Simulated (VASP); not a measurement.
# MnAs (F-43m) in VASP: settings compared, part 2 of 2

VASP 6.6.1. The steps go on from the part before.

**4. Single point, r2SCAN, collinear spin, ferromagnetic start**

This run uses another cell than the first one, of 22.66 Å³/atom.

File POSCAR:

```
MnAs
1.0
    0.0000000000      2.8299541856      2.8299541856
    2.8299541856      0.0000000000      2.8299541856
    2.8299541856      2.8299541856      0.0000000000
Mn As
1 1
Direct
    0.0000000000      0.0000000000      0.0000000000
    0.2500000000      0.2500000000      0.2500000000
```

File INCAR.step1:

```
PREC = Accurate
ENCUT = 520
ISMEAR = 0
SIGMA = 0.05
LREAL = F
LASPH = T
NELM = 150
ISPIN = 2
MAGMOM = 3.5 0
LMAXMIX = 4
NBANDS = 20
GGA = PE
ALGO = Normal
EDIFF = 1E-4
LWAVE = T
LCHARG = F
```

File INCAR.step2:

```
PREC = Accurate
ENCUT = 520
EDIFF = 1E-6
ISMEAR = 0
SIGMA = 0.05
LREAL = F
LASPH = T
NELM = 150
ALGO = Normal
ISIF = 2
LWAVE = F
LCHARG = F
ISPIN = 2
MAGMOM = 3.5 0
LORBIT = 11
LMAXMIX = 4
METAGGA = R2SCAN
LMIXTAU = T
NBANDS = 20
ISTART = 1
```

File KPOINTS:

```
regular mesh
0
Gamma
  12 12 12
```

Potentials or basis: VASP PAW PBE potentials, release 64 (Mn_pv, As).

Started as:

```sh
$ cat potpaw_PBE.64/Mn_pv/POTCAR potpaw_PBE.64/As/POTCAR > POTCAR
$ cp INCAR.step1 INCAR
$ mpirun -np 1 vasp_std > vasp.out
$ cp INCAR.step2 INCAR
$ mpirun -np 1 vasp_std > vasp.out
```

OUTCAR:

```text
PREC = Accurate
   ENCUT = 520
   EDIFF = 1E-6
   ISMEAR = 0
   LREAL = F
   LASPH = T
   NELM = 150
   ISIF = 2
   ISPIN = 2
   LORBIT = 11
   METAGGA = R2SCAN
   ISTART = 1

 ion  position               nearest neighbor table
   1  0.000  0.000  0.000-   2 2.45   2 2.45   2 2.45   2 2.45
   2  0.250  0.250  0.250-   1 2.45   1 2.45   1 2.45   1 2.45

  LATTYP: Found a face centered cubic cell.
 ALAT       =     5.6599083712

  Lattice vectors:

 A1 = (   0.0000000000,   2.8299541856,   2.8299541856)
 A2 = (   2.8299541856,   0.0000000000,   2.8299541856)
 A3 = (   2.8299541856,   2.8299541856,   0.0000000000)

Analysis of symmetry for initial positions (statically):
=====================================================================
 Subroutine PRICEL returns:
 Original cell was already a primitive cell.

 Routine SETGRP: Setting up the symmetry group for a
 face centered cubic supercell.

 Subroutine GETGRP returns: Found 24 space group operations
 (whereof 24 operations were pure point group operations)
 out of a pool of 48 trial point group operations.

The static configuration has the point symmetry T_d .

Analysis of symmetry for dynamics (positions and initial velocities):
=====================================================================
 Subroutine PRICEL returns:
 Original cell was already a primitive cell.

 Routine SETGRP: Setting up the symmetry group for a
 face centered cubic supercell.

 Subroutine GETGRP returns: Found 24 space group operations
 (whereof 24 operations were pure point group operations)
 out of a pool of 48 trial point group operations.

The dynamic configuration has the point symmetry T_d .

Analysis of structural, dynamic, and magnetic symmetry:
=====================================================================
 Subroutine PRICEL returns:
 Original cell was already a primitive cell.

 Routine SETGRP: Setting up the symmetry group for a
 face centered cubic supercell.

 Subroutine GETGRP returns: Found 24 space group operations
 (whereof 24 operations were pure point group operations)
 out of a pool of 48 trial point group operations.

The overall configuration has the point symmetry T_d .

 Subroutine INISYM returns: Found 24 space group operations
 (whereof 24 operations are pure point group operations),
 and found     1 'primitive' translations

----------------------------------------------------------------------------------------

                                     Primitive cell

  volume of cell :      45.3282

  direct lattice vectors                    reciprocal lattice vectors
     0.000000000  2.829954186  2.829954186    -0.176681305  0.176681305  0.176681305
     2.829954186  0.000000000  2.829954186     0.176681305 -0.176681305  0.176681305
     2.829954186  2.829954186  0.000000000     0.176681305  0.176681305 -0.176681305

  length of vectors
     4.002159590  4.002159590  4.002159590     0.306020998  0.306020998  0.306020998

  position of ions in fractional coordinates (direct lattice)
     0.000000000  0.000000000  0.000000000
     0.250000000  0.250000000  0.250000000

[... 66 lines left out ...]
 SYSTEM =  unknown system
   PREC   = accura    normal or accurate (medium, high low for compatibility)
   ISTART =      1    job   : 0-new  1-cont  2-samecut
   ICHARG =      0    charge: 1-file 2-atom 10-const
   ISPIN  =      2    spin polarized calculation?
   LNONCOLLINEAR =      F non collinear calculations
   LSORBIT =      F    spin-orbit coupling
   LASPH  =      T    aspherical Exc in radial PAW
   ENCUT  =  520.0 eV  38.22 Ry    6.18 a.u.   7.44  7.44  7.44*2*pi/ulx,y,z
   NELM   =    150;   NELMIN=  2; NELMDL=  0     # of ELM steps
   EDIFF  = 0.1E-05   stopping-criterion for ELM
   LREAL  =      F    real-space projection
   EDIFFG = 0.1E-04   stopping-criterion for IOM
   NSW    =      0    number of steps for IOM
   IBRION =     -1    ionic relax: 0-MD 1-quasi-New 2-CG
   NFREE  =      0    steps in history (QN), initial steepest desc. (CG)
   ISIF   =      2    stress and relaxation
   ISYM   =      2    0-nonsym 1-usesym 2-fastsym
   POTIM  = 0.5000    time-step for ionic-motion
   TEBEG  =    0.0;   TEEND  =   0.0 temperature during run
   PSTRESS=    0.0 pullay stress
   NELECT =      18.0000    total number of electrons
   NUPDOWN=      -1.0000    fix difference up-down
   EMIN   =  10.00;   EMAX   =-10.00  energy-range for DOS
   EFERMI =   0.00;   METHOD = LEGACY
   ISMEAR =     0;   SIGMA  =   0.05  broadening in eV -4-tet -1-fermi 0-gaus
   EFERMI_NEDOS =   21; number of points for ismear=-14 and -15
   IALGO  =     38    algorithm
   IMIX   =      4    mixing-type and parameters
     AMIX     =   0.40;   BMIX     =  1.00
     AMIX_MAG =   1.60;   BMIX_MAG =  1.00
  volume/ion in A,a.u.               =      22.66       152.94
  Fermi-wavevector in a.u.,A,eV,Ry     =   1.203306  2.273920 19.700509  1.447947
  Thomas-Fermi vector in A             =   2.339064
   LORBIT       =     11    0 simple, 1 ext, 2 COOP (PROOUT), +10 PAW based schemes
   METAGGA = R2SCAN    functional components
   LHFCALC =     F    Hartree Fock is set to
   AEXX    =    0.0000 exact exchange contribution
   IVDW    =     0    specifies the selected vdW correction
   LEPSILON=     F    determine dielectric tensor
   LRPA    =     F    only Hartree local field effects (RPA)
 spin polarized calculation
 Gauss-broadening in eV      SIGMA  =   0.05
  energy-cutoff  :      520.00
  volume of cell :       45.33
 maximum number of plane-waves:      1243
 NGX is ok and might be reduce to    30
   NGX = 15   NGY = 15   NGZ = 15

 number of electron      17.9999995 magnetization       3.9995183

 Free energy of the ion-electron system (eV)
  ---------------------------------------------------
  ext. energy  EPLUGINS =         0.00000000
  ---------------------------------------------------
  free energy    TOTEN  =       -29.85673657 eV

  energy without entropy =      -29.85621127  energy(sigma->0) =      -29.85647392

 E-fermi :   3.7808     XC(G=0): -10.0793

 val. band max:        3.7458700162   @ k =   0.5000   0.1667   0.0833
 cond. band min:       3.7933499755   @ k =  -0.3333   0.3333   0.0000
 fundamental gap:      0.0474799592
 Fermi energy:         3.7807973335

 spin component 1

 k-point     1 :       0.0000    0.0000    0.0000
  band No.  band energies     occupation
      1     -49.1420      1.00000
      2     -49.1420      1.00000
      3     -49.1419      1.00000
      4      -8.2323      1.00000
      5      -0.6702      1.00000
      6      -0.6702      1.00000
[... 541 lines left out ...]
     19      17.2675      0.00000
     20      20.5087      0.00000

 [... further k-points ...]

 spin component 2

 k-point     1 :       0.0000    0.0000    0.0000
  band No.  band energies     occupation
      1     -43.5900      1.00000
      2     -43.5899      1.00000
      3     -43.5896      1.00000
      4      -8.4119      1.00000
      5       1.7860      1.00000
      6       1.7861      1.00000
[... 541 lines left out ...]
     19      18.1927      0.00000
     20      21.2205      0.00000

 [... further k-points ...]

------------------------ aborting loop because EDIFF is reached ----------------------------------------

  FORCE on cell =-STRESS in cart. coord.  units (eV):
  Direction    XX          YY          ZZ          XY          YZ          ZX
  --------------------------------------------------------------------------------------
  -------------------------------------------------------------------------------------
  Total        0.6367022      0.6367022      0.6367022      0.0000000      0.0000000      0.0000000
  in kB       22.5049835     22.5049835     22.5049835      0.0000000      0.0000000      0.0000000
  external PRESSURE =      22.5049835 kB  Pullay stress =       0.0000000 kB

 VOLUME and BASIS-vectors are now :
 -----------------------------------------------------------------------------
  energy-cutoff  :      520.00
  volume of cell :       45.33
      direct lattice vectors                 reciprocal lattice vectors
     0.000000000  2.829954186  2.829954186    -0.176681305  0.176681305  0.176681305
     2.829954186  0.000000000  2.829954186     0.176681305 -0.176681305  0.176681305
     2.829954186  2.829954186  0.000000000     0.176681305  0.176681305 -0.176681305

 POSITION                                       TOTAL-FORCE (eV/Angst)
 -----------------------------------------------------------------------------------
      0.00000      0.00000      0.00000         0.000000      0.000000      0.000000
      1.41498      1.41498      1.41498        -0.000000     -0.000000     -0.000000
 -----------------------------------------------------------------------------------
    total drift:                                0.000022      0.000022      0.000022

  FREE ENERGIE OF THE ION-ELECTRON SYSTEM (eV)
  ---------------------------------------------------
  free  energy   TOTEN  =       -29.8567365665 eV

  energy  without entropy=      -29.8562112677  energy(sigma->0) =      -29.85647392

 total charge

# of ion       s       p       d       tot
------------------------------------------
    1        0.352   6.239   4.891  11.482
    2        1.226   1.640   0.030   2.896
--------------------------------------------------
tot          1.578   7.879   4.920  14.377

 magnetization (x)

# of ion       s       p       d       tot
------------------------------------------
    1        0.064   0.045   3.907   4.016
    2       -0.001  -0.248   0.019  -0.230
--------------------------------------------------
tot          0.063  -0.203   3.926   3.786
```

Run time: 4.6 min. Hardware: 1 thread of Intel Xeon Platinum 8488C (Sapphire Rapids), shared host; peak memory 0.26 GiB.

Results:

- Free energy: -29.8567 eV
- Pressure: 2.3 GPa
- Band gap on the k mesh: zero (filled and empty bands overlap)
- Net moment: 4.00 μB per cell
- Site moments: Mn +4.02; As -0.23 μB
- Valence electrons inside the program's atomic spheres: Mn 11.48; As 2.90

Caveat: the PAW data sets were made with another functional, which shifts forces and pressure a little; a cell with one magnetic atom can't hold antiferromagnetic order, which such compounds often take.

**5. Summary**

| level | cell | gap on the mesh (eV) | pressure (GPa) | moment (μB) |
| --- | --- | --- | --- | --- |
| PBE | a = 4.093 Å, angles 60.0°, 2 atoms | none | -2.1 | 4.00 |
| PBE | a = 4.131 Å, angles 60.0°, 2 atoms | none | -3.4 | 4.00 |
| r2SCAN | a = 4.002 Å, angles 60.0°, 2 atoms | none | 2.3 | 4.00 |

Alike in all rows: task single point; potentials or basis VASP PAW PBE potentials, release 64 (Mn_pv, As); spin collinear, ferromagnetic start; k mesh 12 × 12 × 12; cutoff (eV) 520; smearing gaussian 0.05 eV.

Caveats: a cell with one magnetic atom can't hold antiferromagnetic order, which such compounds often take; the cell stands under tension (at least some runs); the PAW data sets were made with another functional, which shifts forces and pressure a little (at least some runs).

Absolute energies hang on the potentials; compare differences alone.

The gap in the log of VASP goes by the Fermi energy; the results here count the filled bands.